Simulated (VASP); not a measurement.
# TaN (P-6m2) in VASP: notebook

TaN is run at these levels: LDA; tasks: single point.

All numbers are computed with VASP 6.6.1; they aren't measurements. Logs are shortened: lines on timing, memory, paths and dates and some standing lists are left out, and cuts for length are marked.

## (1) The cell of the first run

Symmetry: P-6m2, No. 187, hexagonal system. The conventional cell has a = 2.937 Å, b = 2.937 Å, c = 2.876 Å, α = 90.00°, β = 90.00°, γ = 120.00°. Ta (site symmetry -6m2) has 6 N at 2.22 Å and 8 Ta at 2.88 to 2.94 Å within 3.0 Å. N (site symmetry -6m2) has 6 Ta at 2.22 Å and 8 N at 2.88 to 2.94 Å within 3.0 Å.

## (2) Single point, LDA (10.74 Å³/atom)

INCAR

```
SYSTEM = TaN
PREC = Accurate
ENCUT = 700
EDIFF = 1E-6
ISMEAR = 0
SIGMA = 0.1
LREAL = .FALSE.
LASPH = .TRUE.
NELM = 120
ALGO = Normal
ISIF = 2
LWAVE = .FALSE.
LCHARG = .TRUE.
GGA = CA
LELF = .TRUE.
LVHAR = .TRUE.
NBANDS = 16
GGA_COMPAT = .FALSE.
```

KPOINTS

```
regular mesh
0
G
  18 18 14
  0 0 0
```

POSCAR

```
TaN
1.0
    2.9372720460      0.0000000000      0.0000000000
   -1.4686360230      2.5437522097      0.0000000000
    0.0000000000      0.0000000000      2.8759238518
Ta N
1 1
Direct
    0.0000000000      0.0000000000      0.5000000000
    0.6666666667      0.3333333333      0.0000000000
```

Potentials or basis: VASP PAW LDA potentials, release 64 (Ta_sv_GW, N).

Run with:

```
> cat potpaw_LDA.64/Ta_sv_GW/POTCAR potpaw_LDA.64/N/POTCAR > POTCAR
> mpirun -np 1 vasp_std > vasp.out
```

OUTCAR:

```text
SYSTEM = TaN
   PREC = Accurate
   ENCUT = 700
   EDIFF = 1E-6
   ISMEAR = 0
   LREAL = .FALSE.
   LASPH = .TRUE.
   NELM = 120
   ISIF = 2
   GGA = CA

 ion  position               nearest neighbor table
   1  0.000  0.000  0.500-   2 2.22   2 2.22   2 2.22   2 2.22   2 2.22   2 2.22
   2  0.667  0.333  0.000-   1 2.22   1 2.22   1 2.22   1 2.22   1 2.22   1 2.22

  LATTYP: Found a hexagonal cell.
 ALAT       =     2.9372720460
 C/A-ratio  =     0.9791138876

  Lattice vectors:

 A1 = (   2.9372720460,   0.0000000000,   0.0000000000)
 A2 = (  -1.4686360230,   2.5437522097,   0.0000000000)
 A3 = (   0.0000000000,   0.0000000000,   2.8759238518)

Analysis of symmetry for initial positions (statically):
=====================================================================
 Subroutine PRICEL returns:
 Original cell was already a primitive cell.

 Routine SETGRP: Setting up the symmetry group for a
 hexagonal supercell.

 Subroutine GETGRP returns: Found 12 space group operations
 (whereof 12 operations were pure point group operations)
 out of a pool of 24 trial point group operations.

The static configuration has the point symmetry D_3h.

Analysis of symmetry for dynamics (positions and initial velocities):
=====================================================================
 Subroutine PRICEL returns:
 Original cell was already a primitive cell.

 Routine SETGRP: Setting up the symmetry group for a
 hexagonal supercell.

 Subroutine GETGRP returns: Found 12 space group operations
 (whereof 12 operations were pure point group operations)
 out of a pool of 24 trial point group operations.

The dynamic configuration has the point symmetry D_3h.

 Subroutine INISYM returns: Found 12 space group operations
 (whereof 12 operations are pure point group operations),
 and found     1 'primitive' translations

----------------------------------------------------------------------------------------

                                     Primitive cell

  volume of cell :      21.4880

  direct lattice vectors                    reciprocal lattice vectors
     2.937272046  0.000000000  0.000000000     0.340451951  0.196560026  0.000000000
    -1.468636023  2.543752210  0.000000000     0.000000000  0.393120052  0.000000000
     0.000000000  0.000000000  2.875923852     0.000000000  0.000000000  0.347714353

  length of vectors
     2.937272046  2.937272046  2.875923852     0.393120052  0.393120052  0.347714353

  position of ions in fractional coordinates (direct lattice)
     0.000000000  0.000000000  0.500000000
     0.666666667  0.333333333  0.000000000

  ion indices of the primitive-cell ions
   primitive index   ion index
                 1           1
                 2           2

----------------------------------------------------------------------------------------

 KPOINTS: regular mesh

Automatic generation of k-mesh.
 Grid dimensions read from file:
 generate k-points for:   18   18   14

 Generating k-lattice:

  Cartesian coordinates                     Fractional coordinates (reciprocal lattice)
     0.018913997  0.010920001  0.000000000     0.055555556  0.000000000  0.000000000
     0.000000000  0.021840003  0.000000000     0.000000000  0.055555556  0.000000000
     0.000000000  0.000000000  0.024836739     0.000000000  0.000000000  0.071428571

  Length of vectors
     0.021840003  0.021840003  0.024836739

  Shift w.r.t. Gamma in fractional coordinates (k-lattice)
     0.000000000  0.000000000  0.000000000

 Subroutine IBZKPT returns following result:
 ===========================================

 Found    296 irreducible k-points:

 Following reciprocal coordinates:
            Coordinates               Weight
  0.000000  0.000000  0.000000      1.000000
  0.055556  0.000000  0.000000      6.000000
  0.111111  0.000000  0.000000      6.000000
  0.166667  0.000000  0.000000      6.000000
  0.222222  0.000000  0.000000      6.000000
  0.277778  0.000000  0.000000      6.000000
[... 16 lines left out ...]
  0.333333  0.111111  0.000000     12.000000
  0.388889  0.111111  0.000000     12.000000
 [... further k-points ...]
   k-points           NKPTS =    296   k-points in BZ     NKDIM =    296   number of bands    NBANDS=     16
   number of dos      NEDOS =    301   number of ions     NIONS =      2
   total plane-waves  NPLWV =  21952
   dimension x,y,z NGX =    28 NGY =   28 NGZ =   28
   dimension x,y,z NGXF=    56 NGYF=   56 NGZF=   56
   ions per type =               1   1
   NGX,Y,Z   is equivalent  to a cutoff of  15.85, 15.85, 16.19 a.u.
   NGXF,Y,Z  is equivalent  to a cutoff of  31.70, 31.70, 32.37 a.u.
 SYSTEM =  TaN
   PREC   = accura    normal or accurate (medium, high low for compatibility)
   ISTART =      0    job   : 0-new  1-cont  2-samecut
   ICHARG =      2    charge: 1-file 2-atom 10-const
   ISPIN  =      1    spin polarized calculation?
   LNONCOLLINEAR =      F non collinear calculations
   LSORBIT =      F    spin-orbit coupling
   LASPH  =      T    aspherical Exc in radial PAW
   ENCUT  =  700.0 eV  51.45 Ry    7.17 a.u.   6.34  6.34  6.20*2*pi/ulx,y,z
   NELM   =    120;   NELMIN=  2; NELMDL= -5     # of ELM steps
   EDIFF  = 0.1E-05   stopping-criterion for ELM
   LREAL  =      F    real-space projection
   EDIFFG = 0.1E-04   stopping-criterion for IOM
   NSW    =      0    number of steps for IOM
   IBRION =     -1    ionic relax: 0-MD 1-quasi-New 2-CG
   NFREE  =      0    steps in history (QN), initial steepest desc. (CG)
   ISIF   =      2    stress and relaxation
   ISYM   =      2    0-nonsym 1-usesym 2-fastsym
   POTIM  = 0.5000    time-step for ionic-motion
   TEBEG  =    0.0;   TEEND  =   0.0 temperature during run
   PSTRESS=    0.0 pullay stress
   NELECT =      18.0000    total number of electrons
   NUPDOWN=      -1.0000    fix difference up-down
   EMIN   =  10.00;   EMAX   =-10.00  energy-range for DOS
   EFERMI =   0.00;   METHOD = LEGACY
   ISMEAR =     0;   SIGMA  =   0.10  broadening in eV -4-tet -1-fermi 0-gaus
   EFERMI_NEDOS =   21; number of points for ismear=-14 and -15
   IALGO  =     38    algorithm
   IMIX   =      4    mixing-type and parameters
     AMIX     =   0.40;   BMIX     =  1.00
     AMIX_MAG =   1.60;   BMIX_MAG =  1.00
  volume/ion in A,a.u.               =      10.74        72.50
  Fermi-wavevector in a.u.,A,eV,Ry     =   1.543240  2.916301 32.403506  2.381591
  Thomas-Fermi vector in A             =   2.648931
   LORBIT       =      0    0 simple, 1 ext, 2 COOP (PROOUT), +10 PAW based schemes
   GGA     = CA    functional components
   LHFCALC =     F    Hartree Fock is set to
   AEXX    =    0.0000 exact exchange contribution
   IVDW    =     0    specifies the selected vdW correction
   LEPSILON=     F    determine dielectric tensor
   LRPA    =     F    only Hartree local field effects (RPA)
 non-spin polarized calculation
 Gauss-broadening in eV      SIGMA  =   0.10
  energy-cutoff  :      700.00
  volume of cell :       21.49
 maximum number of plane-waves:       930
 NGX is ok and might be reduce to    28
   NGX = 13   NGY = 13   NGZ = 13

 number of electron      18.0000000 magnetization

 Free energy of the ion-electron system (eV)
  ---------------------------------------------------
  ext. energy  EPLUGINS =         0.00000000
  ---------------------------------------------------
  free energy    TOTEN  =       -27.21440771 eV

  energy without entropy =      -27.21414367  energy(sigma->0) =      -27.21427569

 E-fermi :  12.1378     XC(G=0): -13.9927

 val. band max:       12.0963220733   @ k =   0.0000   0.0000   0.4286
 cond. band min:      12.1699101006   @ k =   0.0556   0.0000   0.5000
 fundamental gap:      0.0735880273
 Fermi energy:        12.1377746462

 k-point     1 :       0.0000    0.0000    0.0000
  band No.  band energies     occupation
      1     -55.9233      2.00000
      2     -22.4330      2.00000
      3     -22.1803      2.00000
      4     -22.1803      2.00000
      5      -5.3664      2.00000
      6       7.5991      2.00000
[... 8 lines left out ...]
     15      25.1558      0.00000
     16      28.3313      0.00000

 k-point     2 :       0.0556    0.0000    0.0000
  band No.  band energies     occupation
      1     -55.9210      2.00000
      2     -22.4286      2.00000
      3     -22.2149      2.00000
      4     -22.1877      2.00000
      5      -5.3009      2.00000
      6       7.3933      2.00000
[... 8 lines left out ...]
     15      25.1487      0.00000
     16      28.4568      0.00000

 k-point     3 :       0.1111    0.0000    0.0000
  band No.  band energies     occupation
      1     -55.9142      2.00000
      2     -22.4160      2.00000
      3     -22.3136      2.00000
      4     -22.2089      2.00000
      5      -5.1115      2.00000
      6       6.9068      2.00000
[... 8 lines left out ...]
     15      25.1260      0.00000
     16      28.8194      0.00000

 k-point     4 :       0.1667    0.0000    0.0000
  band No.  band energies     occupation
      1     -55.9038      2.00000
      2     -22.4616      2.00000
      3     -22.3967      2.00000
      4     -22.2411      2.00000
      5      -4.8185      2.00000
      6       6.2931      2.00000
[... 8 lines left out ...]
     15      25.1192      0.00000
     16      29.3854      0.00000

 k-point     5 :       0.2222    0.0000    0.0000
  band No.  band energies     occupation
      1     -55.8909      2.00000
      2     -22.6384      2.00000
      3     -22.3728      2.00000
      4     -22.2804      2.00000
      5      -4.4529      2.00000
      6       5.6623      2.00000
[... 8 lines left out ...]
     15      25.1993      0.00000
     16      29.3924      0.00000

 k-point     6 :       0.2778    0.0000    0.0000
  band No.  band energies     occupation
      1     -55.8773      2.00000
      2     -22.8213      2.00000
      3     -22.3473      2.00000
      4     -22.3218      2.00000
      5      -4.0532      2.00000
      6       5.0832      2.00000
[... 8 lines left out ...]
     15      25.4025      0.00000
     16      29.5716      0.00000

 k-point     7 :       0.3333    0.0000    0.0000
  band No.  band energies     occupation
      1     -55.8644      2.00000
      2     -22.9886      2.00000
      3     -22.3603      2.00000
      4     -22.3231      2.00000
      5      -3.6639      2.00000
      6       4.5970      2.00000
[... 8 lines left out ...]
     15      25.5684      0.00000
     16      28.3739      0.00000

 k-point     8 :       0.3889    0.0000    0.0000
  band No.  band energies     occupation
      1     -55.8538      2.00000
      2     -23.1219      2.00000
      3     -22.3915      2.00000
      4     -22.3034      2.00000
      5      -3.3335      2.00000
      6       4.2300      2.00000
[... 8 lines left out ...]
     15      25.0696      0.00000
     16      27.7487      0.00000

 k-point     9 :       0.4444    0.0000    0.0000
  band No.  band energies     occupation
      1     -55.8470      2.00000
      2     -23.2074      2.00000
      3     -22.4117      2.00000
      4     -22.2905      2.00000
      5      -3.1098      2.00000
      6       4.0011      2.00000
[... 8 lines left out ...]
     15      23.9889      0.00000
     16      27.8729      0.00000
[... 172 lines left out ...]
 k-point    19 :       0.1111    0.1111    0.0000
  band No.  band energies     occupation
      1     -55.8980      2.00000
      2     -22.5303      2.00000
      3     -22.3859      2.00000
      4     -22.2711      2.00000
      5      -4.6535      2.00000
      6       6.0326      2.00000
[... 8 lines left out ...]
     15      25.1691      0.00000
     16      29.3724      0.00000

 k-point    20 :       0.1667    0.1111    0.0000
  band No.  band energies     occupation
      1     -55.8859      2.00000
      2     -22.6824      2.00000
      3     -22.3634      2.00000
      4     -22.3211      2.00000
      5      -4.3045      2.00000
      6       5.5120      2.00000
[... 8 lines left out ...]
     15      25.3038      0.00000
     16      29.3636      0.00000

 k-point    21 :       0.2222    0.1111    0.0000
  band No.  band energies     occupation
      1     -55.8730      2.00000
      2     -22.8396      2.00000
      3     -22.3746      2.00000
      4     -22.3394      2.00000
      5      -3.9215      2.00000
      6       5.0277      2.00000
[... 8 lines left out ...]
     15      25.5399      0.00000
     16      29.1122      0.00000

 k-point    22 :       0.2778    0.1111    0.0000
  band No.  band energies     occupation
      1     -55.8609      2.00000
      2     -22.9836      2.00000
      3     -22.4247      2.00000
      4     -22.3167      2.00000
      5      -3.5479      2.00000
      6       4.6200      2.00000
[... 8 lines left out ...]
     15      25.7178      0.00000
     16      28.0700      0.00000

 k-point    23 :       0.3333    0.1111    0.0000
  band No.  band energies     occupation
      1     -55.8510      2.00000
      2     -23.0987      2.00000
      3     -22.4653      2.00000
      4     -22.2982      2.00000
      5      -3.2307      2.00000
      6       4.3139      2.00000
[... 8 lines left out ...]
     15      25.2464      0.00000
     16      27.6560      0.00000

 k-point    24 :       0.3889    0.1111    0.0000
  band No.  band energies     occupation
      1     -55.8446      2.00000
      2     -23.1727      2.00000
      3     -22.4917      2.00000
      4     -22.2860      2.00000
      5      -3.0162      2.00000
      6       4.1248      2.00000
[... 8 lines left out ...]
     15      24.2687      0.00000
     16      27.8919      0.00000

 [... further k-points ...]

------------------------ aborting loop because EDIFF is reached ----------------------------------------

  FORCE on cell =-STRESS in cart. coord.  units (eV):
  Direction    XX          YY          ZZ          XY          YZ          ZX
  --------------------------------------------------------------------------------------
  -------------------------------------------------------------------------------------
  Total       -1.2806778     -1.2806778     -1.2641469      0.0000000      0.0000000      0.0000000
  in kB      -95.4891707    -95.4891707    -94.2566021      0.0000000      0.0000000      0.0000000
  external PRESSURE =     -95.0783145 kB  Pullay stress =       0.0000000 kB

 VOLUME and BASIS-vectors are now :
 -----------------------------------------------------------------------------
  energy-cutoff  :      700.00
  volume of cell :       21.49
      direct lattice vectors                 reciprocal lattice vectors
     2.937272046  0.000000000  0.000000000     0.340451951  0.196560026  0.000000000
    -1.468636023  2.543752210  0.000000000     0.000000000  0.393120052  0.000000000
     0.000000000  0.000000000  2.875923852     0.000000000  0.000000000  0.347714353

 POSITION                                       TOTAL-FORCE (eV/Angst)
 -----------------------------------------------------------------------------------
      0.00000      0.00000      1.43796         0.000000      0.000000      0.000000
      1.46864      0.84792      0.00000        -0.000000     -0.000000      0.000000
 -----------------------------------------------------------------------------------
    total drift:                               -0.000000      0.000000      0.000000

  FREE ENERGIE OF THE ION-ELECTRON SYSTEM (eV)
  ---------------------------------------------------
  free  energy   TOTEN  =       -27.2144077095 eV

  energy  without entropy=      -27.2141436689  energy(sigma->0) =      -27.21427569
```

Wall time 62 s (1 thread of Intel Xeon 6975P-C (Granite Rapids), shared host); peak memory 0.29 GiB.

What came out:

```
Free energy            : -27.2144 eV
Pressure               : -9.5 GPa
Band gap on the k mesh : zero (bands 9 and 10 overlap by 0.37 eV)
```

Caveat: the cell stands under tension; spin-orbit coupling is left out, which moves the levels of the heavy elements.

## (3) Single point, LDA (11.06 Å³/atom)

This run uses another cell than the first one, of 11.06 Å³/atom.

INCAR

```
ALGO = Normal ; EDIFF = 1E-6
ENCUT = 700 ; GGA = CA
GGA_COMPAT = F ; ISIF = 2
ISMEAR = 0 ; LASPH = T
LCHARG = T ; LELF = T
LREAL = F ; LVHAR = T
LWAVE = F ; NBANDS = 16
NELM = 120 ; PREC = Accurate
SIGMA = 0.1
```

KPOINTS

```
k-points
0
Gamma
  18 18 14
```

POSCAR

```
TaN
1.0
    2.9674173653      0.0000000000      0.0000000000
   -1.4837086827      2.5698588220      0.0000000000
    0.0000000000      0.0000000000      2.8998604564
Ta N
1 1
Direct
    0.0000000000      0.0000000000      0.5000000000
    0.6666666667      0.3333333333      0.0000000000
```

Potentials or basis: VASP PAW LDA potentials, release 64 (Ta_sv_GW, N).

Run with:

```
> cat potpaw_LDA.64/Ta_sv_GW/POTCAR potpaw_LDA.64/N/POTCAR > POTCAR
> mpirun -np 1 vasp_std > vasp.out
```

Run time: 64 s. Hardware: 1 thread of AMD EPYC 9R45 (Zen 5), shared host; peak memory 0.27 GiB.

Results (log left out):

- Free energy: -27.1603 eV
- Pressure: -18.6 GPa
- Band gap on the k mesh: zero (bands 9 and 10 overlap by 0.36 eV)

Stress tensor (GPa, compression positive):
```
-18.67   0.00   0.00
  0.00 -18.67   0.00
  0.00   0.00 -18.57
```

Levels at points of the mesh, in eV from the Fermi level:
```tsv
k point	band 5	band 6	band 7	band 8	band 9	band 10	band 11	band 12	band 13	band 14
(0.00, 0.00, 0.00)	-17.30	-4.43	-4.43	-4.03	-2.79	2.16	3.51	3.51	3.83	3.83
(0.50, 0.00, 0.00)	-15.07	-8.06	-4.99	-3.33	-3.07	2.89	3.87	5.07	5.09	7.33
(0.00, 0.00, 0.50)	-14.72	-9.10	-3.64	-3.64	-0.07	-0.07	2.44	3.19	3.19	8.07
(0.50, 0.00, 0.50)	-15.33	-7.11	-5.99	-5.53	-0.28	4.03	5.14	5.89	6.82	9.86
```

Caveat: the cell stands under tension; spin-orbit coupling is left out, which moves the levels of the heavy elements.

The gap in the log of VASP goes by the Fermi energy; the results here count the filled bands.